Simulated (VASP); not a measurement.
# KCl in VASP: a series of runs

Aim: see how the results for KCl move with the level of theory and the settings. Levels: PBE, r2SCAN. Tasks: single point.

Everything below comes from runs of VASP 6.6.1. Logs are shortened: lines on timing, memory, paths and dates and some standing lists are left out, and cuts for length are marked.

### Step 1. The cell of the first run

Symmetry: Immm, No. 71, orthorhombic system. The conventional cell has a = 4.388 Å, b = 4.507 Å, c = 6.290 Å, α = 90.00°, β = 90.00°, γ = 90.00°. K (site symmetry mmm) has 6 Cl at 3.14 to 3.15 Å within 4.1 Å. Cl (site symmetry mmm) has 6 K at 3.14 to 3.15 Å within 4.1 Å.

### Step 2. Single point, PBE (shear xy strain -2.7%)

Contents of INCAR:

```
PREC = Accurate
ENCUT = 520
EDIFF = 1E-7
ISMEAR = -1
SIGMA = 0.02
LREAL = F
LASPH = T
NELM = 80
ALGO = Normal
ISIF = 2
LWAVE = F
LCHARG = F
GGA = PE
NBANDS = 15
```

Contents of KPOINTS:

```
Automatic mesh
0
Gamma
  8 8 8
```

Contents of POSCAR:

```
KCl
1.0
   -0.0421409514      3.1448471213      3.1448471213
    3.1448471213     -0.0421409514      3.1448471213
    3.1027061699      3.1027061699      0.0000000000
K Cl
1 1
Direct
    0.0000000000      0.0000000000      0.0000000000
    0.5000000000      0.5000000000      0.5000000000
```

Potentials or basis: VASP PAW PBE potentials, release 64 (K_sv, Cl).

Run with:

```
$ cat potpaw_PBE.64/K_sv/POTCAR potpaw_PBE.64/Cl/POTCAR > POTCAR
$ mpirun -np 1 vasp_std > vasp.out
```

OUTCAR:

```text
PREC = Accurate
   ENCUT = 520
   EDIFF = 1E-7
   ISMEAR = -1
   LREAL = F
   LASPH = T
   NELM = 80
   ISIF = 2
   GGA = PE

 ion  position               nearest neighbor table
   1  0.000  0.000  0.000-   2 3.14   2 3.14   2 3.15   2 3.15   2 3.15   2 3.15
   2  0.500  0.500  0.500-   1 3.14   1 3.14   1 3.15   1 3.15   1 3.15   1 3.15

  LATTYP: Found a body centered orthorhombic cell.
 ALAT       =     4.3878891455
 B/A-ratio  =     1.0271639976
 C/A-ratio  =     1.4334214092

  Lattice vectors:

 A1 = (   0.0421409514,  -3.1448471213,  -3.1448471213)
 A2 = (  -0.0421409514,   3.1448471213,  -3.1448471213)
 A3 = (   3.1448471213,  -0.0421409514,   3.1448471213)

Analysis of symmetry for initial positions (statically):
=====================================================================
 Subroutine PRICEL returns:
 Original cell was already a primitive cell.

 Routine SETGRP: Setting up the symmetry group for a
 body centered orthorhombic supercell.

 Subroutine GETGRP returns: Found  8 space group operations
 (whereof  8 operations were pure point group operations)
 out of a pool of  8 trial point group operations.

The static configuration has the point symmetry D_2h.

Analysis of symmetry for dynamics (positions and initial velocities):
=====================================================================
 Subroutine PRICEL returns:
 Original cell was already a primitive cell.

 Routine SETGRP: Setting up the symmetry group for a
 body centered orthorhombic supercell.

 Subroutine GETGRP returns: Found  8 space group operations
 (whereof  8 operations were pure point group operations)
 out of a pool of  8 trial point group operations.

The dynamic configuration has the point symmetry D_2h.

 Subroutine INISYM returns: Found  8 space group operations
 (whereof  8 operations are pure point group operations),
 and found     1 'primitive' translations

----------------------------------------------------------------------------------------

                                     Primitive cell

  volume of cell :      62.1943

  direct lattice vectors                    reciprocal lattice vectors
    -0.042140951  3.144847121  3.144847121    -0.156887942  0.156887942  0.158990240
     3.144847121 -0.042140951  3.144847121     0.156887942 -0.156887942  0.158990240
     3.102706170  3.102706170  0.000000000     0.161149646  0.161149646 -0.158990240

  length of vectors
     4.447685094  4.447685094  4.387889146     0.272957047  0.272957047  0.277878234

  position of ions in fractional coordinates (direct lattice)
     0.000000000  0.000000000  0.000000000
     0.500000000  0.500000000  0.500000000

  ion indices of the primitive-cell ions
   primitive index   ion index
                 1           1
                 2           2

----------------------------------------------------------------------------------------

 KPOINTS: Automatic mesh

Automatic generation of k-mesh.
 Grid dimensions read from file:
 generate k-points for:    8    8    8

 Generating k-lattice:

  Cartesian coordinates                     Fractional coordinates (reciprocal lattice)
    -0.019610993  0.019610993  0.019873780     0.125000000  0.000000000  0.000000000
     0.019610993 -0.019610993  0.019873780     0.000000000  0.125000000  0.000000000
     0.020143706  0.020143706 -0.019873780     0.000000000  0.000000000  0.125000000

  Length of vectors
     0.034119631  0.034119631  0.034734779

  Shift w.r.t. Gamma in fractional coordinates (k-lattice)
     0.000000000  0.000000000  0.000000000

 Subroutine IBZKPT returns following result:
 ===========================================

 Found     95 irreducible k-points:

 Following reciprocal coordinates:
            Coordinates               Weight
  0.000000  0.000000  0.000000      1.000000
  0.125000 -0.000000  0.000000      4.000000
  0.250000 -0.000000  0.000000      4.000000
  0.375000 -0.000000  0.000000      4.000000
  0.500000 -0.000000  0.000000      2.000000
  0.125000  0.125000  0.000000      2.000000
[... 16 lines left out ...]
  0.125000 -0.000000  0.125000      4.000000
  0.250000 -0.000000  0.125000      8.000000
 [... further k-points ...]
   k-points           NKPTS =     95   k-points in BZ     NKDIM =     95   number of bands    NBANDS=     15
   number of dos      NEDOS =    301   number of ions     NIONS =      2
   total plane-waves  NPLWV =  46656
   dimension x,y,z NGX =    36 NGY =   36 NGZ =   36
   dimension x,y,z NGXF=    72 NGYF=   72 NGZF=   72
   ions per type =               1   1
   NGX,Y,Z   is equivalent  to a cutoff of  13.46, 13.46, 13.64 a.u.
   NGXF,Y,Z  is equivalent  to a cutoff of  26.91, 26.91, 27.28 a.u.
 SYSTEM =  unknown system
   PREC   = accura    normal or accurate (medium, high low for compatibility)
   ISTART =      0    job   : 0-new  1-cont  2-samecut
   ICHARG =      2    charge: 1-file 2-atom 10-const
   ISPIN  =      1    spin polarized calculation?
   LNONCOLLINEAR =      F non collinear calculations
   LSORBIT =      F    spin-orbit coupling
   LASPH  =      T    aspherical Exc in radial PAW
   ENCUT  =  520.0 eV  38.22 Ry    6.18 a.u.   8.27  8.27  8.16*2*pi/ulx,y,z
   NELM   =     80;   NELMIN=  2; NELMDL= -5     # of ELM steps
   EDIFF  = 0.1E-06   stopping-criterion for ELM
   LREAL  =      F    real-space projection
   EDIFFG = 0.1E-05   stopping-criterion for IOM
   NSW    =      0    number of steps for IOM
   IBRION =     -1    ionic relax: 0-MD 1-quasi-New 2-CG
   NFREE  =      0    steps in history (QN), initial steepest desc. (CG)
   ISIF   =      2    stress and relaxation
   ISYM   =      2    0-nonsym 1-usesym 2-fastsym
   POTIM  = 0.5000    time-step for ionic-motion
   TEBEG  =    0.0;   TEEND  =   0.0 temperature during run
   PSTRESS=    0.0 pullay stress
   NELECT =      16.0000    total number of electrons
   NUPDOWN=      -1.0000    fix difference up-down
   EMIN   =  10.00;   EMAX   =-10.00  energy-range for DOS
   EFERMI =   0.00;   METHOD = LEGACY
   ISMEAR =    -1;   SIGMA  =   0.02  broadening in eV -4-tet -1-fermi 0-gaus
   EFERMI_NEDOS =   21; number of points for ismear=-14 and -15
   IALGO  =     38    algorithm
   IMIX   =      4    mixing-type and parameters
     AMIX     =   0.40;   BMIX     =  1.00
     AMIX_MAG =   1.60;   BMIX_MAG =  1.00
  volume/ion in A,a.u.               =      31.10       209.85
  Fermi-wavevector in a.u.,A,eV,Ry     =   1.041193  1.967570 14.749846  1.084083
  Thomas-Fermi vector in A             =   2.175803
   LORBIT       =      0    0 simple, 1 ext, 2 COOP (PROOUT), +10 PAW based schemes
   GGA     = PE    functional components
   LHFCALC =     F    Hartree Fock is set to
   AEXX    =    0.0000 exact exchange contribution
   IVDW    =     0    specifies the selected vdW correction
   LEPSILON=     F    determine dielectric tensor
   LRPA    =     F    only Hartree local field effects (RPA)
 non-spin polarized calculation
  energy-cutoff  :      520.00
  volume of cell :       62.19
 maximum number of plane-waves:      1699
 NGX is ok and might be reduce to    36
   NGX = 17   NGY = 17   NGZ = 17

 number of electron      16.0000001 magnetization

 Free energy of the ion-electron system (eV)
  ---------------------------------------------------
  ext. energy  EPLUGINS =         0.00000000
  ---------------------------------------------------
  free energy    TOTEN  =        -6.80243771 eV

  energy without entropy =       -6.80243771  energy(sigma->0) =       -6.80243771

 E-fermi :  -1.3067     XC(G=0):  -7.5463

 val. band max:       -1.8077512525   @ k =   0.0000   0.0000   0.0000
 cond. band min:       3.3565106992   @ k =   0.0000   0.0000   0.0000
 fundamental gap:      5.1642619517
 Fermi energy:        -1.3066518780

 k-point     1 :       0.0000    0.0000    0.0000
  band No.  band energies     occupation
      1     -29.0305      2.00000
      2     -13.9537      2.00000
      3     -12.4920      2.00000
      4     -12.4913      2.00000
      5     -12.4903      2.00000
      6      -1.8582      2.00000
      7      -1.8347      2.00000
      8      -1.8078      2.00000
      9       3.3565      0.00000
     10       6.4377      0.00000
     11       6.5478      0.00000
     12       6.6583      0.00000
     13       7.4251      0.00000
     14       7.4289      0.00000
     15      11.1550      0.00000

 k-point     2 :       0.1250   -0.0000    0.0000
  band No.  band energies     occupation
      1     -29.0290      2.00000
      2     -13.9857      2.00000
      3     -12.4935      2.00000
      4     -12.4920      2.00000
      5     -12.4505      2.00000
      6      -2.0387      2.00000
      7      -1.8913      2.00000
      8      -1.8564      2.00000
      9       3.7266      0.00000
     10       6.3719      0.00000
     11       6.7070      0.00000
     12       6.8501      0.00000
     13       7.6348      0.00000
     14       7.6442      0.00000
     15      11.7026      0.00000

 k-point     3 :       0.2500   -0.0000    0.0000
  band No.  band energies     occupation
      1     -29.0254      2.00000
      2     -14.0569      2.00000
      3     -12.4971      2.00000
      4     -12.4944      2.00000
      5     -12.3594      2.00000
      6      -2.4314      2.00000
      7      -2.0061      2.00000
      8      -1.9696      2.00000
      9       4.6033      0.00000
     10       6.3041      0.00000
     11       7.2475      0.00000
     12       7.3951      0.00000
     13       8.2145      0.00000
     14       8.2388      0.00000
     15      11.7355      0.00000

 k-point     4 :       0.3750   -0.0000    0.0000
  band No.  band energies     occupation
      1     -29.0218      2.00000
      2     -14.1215      2.00000
      3     -12.5007      2.00000
      4     -12.4968      2.00000
      5     -12.2744      2.00000
      6      -2.7676      2.00000
      7      -2.1151      2.00000
      8      -2.0773      2.00000
      9       5.4526      0.00000
     10       6.5059      0.00000
     11       8.0416      0.00000
     12       8.1892      0.00000
     13       8.9903      0.00000
     14       9.0404      0.00000
     15      10.6786      0.00000
[... 307 lines left out ...]
 k-point    22 :       0.0000    0.0000    0.1250
  band No.  band energies     occupation
      1     -29.0289      2.00000
      2     -13.9833      2.00000
      3     -12.4934      2.00000
      4     -12.4916      2.00000
      5     -12.4545      2.00000
      6      -2.0107      2.00000
      7      -1.9109      2.00000
      8      -1.8775      2.00000
      9       3.7363      0.00000
     10       6.4801      0.00000
     11       6.6378      0.00000
     12       6.7887      0.00000
     13       7.6383      0.00000
     14       7.6417      0.00000
     15      11.7629      0.00000

 k-point    23 :       0.1250   -0.0000    0.1250
  band No.  band energies     occupation
      1     -29.0285      2.00000
      2     -13.9866      2.00000
      3     -12.4995      2.00000
      4     -12.4993      2.00000
      5     -12.4393      2.00000
      6      -2.1034      2.00000
      7      -1.8769      2.00000
      8      -1.8738      2.00000
      9       3.8265      0.00000
     10       6.1264      0.00000
     11       6.9495      0.00000
     12       6.9567      0.00000
     13       7.5477      0.00000
     14       7.8536      0.00000
     15      11.9121      0.00000

 k-point    24 :       0.2500   -0.0000    0.1250
  band No.  band energies     occupation
      1     -29.0256      2.00000
      2     -14.0275      2.00000
      3     -12.5061      2.00000
      4     -12.5043      2.00000
      5     -12.3857      2.00000
      6      -2.3718      2.00000
      7      -1.9709      2.00000
      8      -1.9435      2.00000
      9       4.4869      0.00000
     10       5.9180      0.00000
     11       7.4196      0.00000
     12       7.5073      0.00000
     13       7.8624      0.00000
     14       8.3804      0.00000
     15      11.8647      0.00000

 [... further k-points ...]

------------------------ aborting loop because EDIFF is reached ----------------------------------------

  FORCE on cell =-STRESS in cart. coord.  units (eV):
  Direction    XX          YY          ZZ          XY          YZ          ZX
  --------------------------------------------------------------------------------------
  -------------------------------------------------------------------------------------
  Total        0.3144147      0.3144147      0.3122780      0.0655077      0.0000000      0.0000000
  in kB        8.0995851      8.0995851      8.0445434      1.6875323      0.0000000      0.0000000
  external PRESSURE =       8.0812379 kB  Pullay stress =       0.0000000 kB

 VOLUME and BASIS-vectors are now :
 -----------------------------------------------------------------------------
  energy-cutoff  :      520.00
  volume of cell :       62.19
      direct lattice vectors                 reciprocal lattice vectors
    -0.042140951  3.144847121  3.144847121    -0.156887942  0.156887942  0.158990240
     3.144847121 -0.042140951  3.144847121     0.156887942 -0.156887942  0.158990240
     3.102706170  3.102706170  0.000000000     0.161149646  0.161149646 -0.158990240

 POSITION                                       TOTAL-FORCE (eV/Angst)
 -----------------------------------------------------------------------------------
      0.00000      0.00000      0.00000         0.000000     -0.000000      0.000000
      3.10271      3.10271      3.14485        -0.000000      0.000000     -0.000000
 -----------------------------------------------------------------------------------
    total drift:                                0.000000      0.000000      0.000000

  FREE ENERGIE OF THE ION-ELECTRON SYSTEM (eV)
  ---------------------------------------------------
  free  energy   TOTEN  =        -6.8024377104 eV

  energy  without entropy=       -6.8024377104  energy(sigma->0) =       -6.80243771
```

Wall time 85 s (1 thread of Intel Xeon Platinum 8488C (Sapphire Rapids), shared host); peak memory 0.25 GiB.

What came out:

```
Free energy            : -6.8024 eV
Pressure               : 0.8 GPa
Band gap on the k mesh : 5.16 eV
```

Stress tensor (GPa, compression positive):
```
0.81 0.17 0.00
0.17 0.81 0.00
0.00 0.00 0.80
```

Caveat: the cell differs from its parent crystal (shear xy strain -2.7%). A k mesh can miss the band edges.

(Continued in part 2 of 2.)
